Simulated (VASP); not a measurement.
Input of a VASP 6.6.1 run:

Contents of INCAR:

```
SYSTEM = MgO
PREC = Accurate ; ENCUT = 520
EDIFF = 1E-6 ; ISMEAR = 0
SIGMA = 0.05 ; LREAL = .FALSE.
LASPH = .TRUE. ; NELM = 80
ALGO = Normal ; ISIF = 2
LWAVE = .FALSE. ; LCHARG = .FALSE.
GGA = PE ; NBANDS = 26
```

File KPOINTS:

```
Automatic mesh
0
G
  9 9 2
  0 0 0
```

Contents of POSCAR:

```
MgO
1.0
    3.3899000000      0.0000000000      0.0000000000
   -1.6949500000      2.9357395163      0.0000000000
    0.0000000000      0.0000000000      9.9532000000
Mg O
4 4
Direct
    0.3333333333      0.6666666667      0.9694906392
    0.0000000000      0.0000000000      0.2208211786
    0.0000000000      0.0000000000      0.7208211786
    0.6666666667      0.3333333333      0.4694906392
    0.3333333333      0.6666666667      0.7800420079
    0.0000000000      0.0000000000      0.5296443544
    0.0000000000      0.0000000000      0.0296443544
    0.6666666667      0.3333333333      0.2800420079
```

Potentials or basis: VASP PAW PBE potentials, release 64 (Mg, O).

Run with:

```bash
$ cat potpaw_PBE.64/Mg/POTCAR potpaw_PBE.64/O/POTCAR > POTCAR
$ mpirun -np 1 vasp_std > vasp.out
```

Q: What does it give for the band gap on the k mesh?

A: 3.19 eV, direct.

Q: Estimate the largest force.

A: 0.989 eV/Å.

Forces on the atoms (eV/Å):
```
Mg   0.000  0.000  0.927
Mg   0.000  0.000  0.989
Mg   0.000  0.000  0.989
Mg   0.000  0.000  0.927
O    0.000  0.000 -0.981
O    0.000  0.000 -0.935
O    0.000  0.000 -0.935
O    0.000  0.000 -0.981
```

PBE gaps usually lie below the measured ones, often by a third to a half.
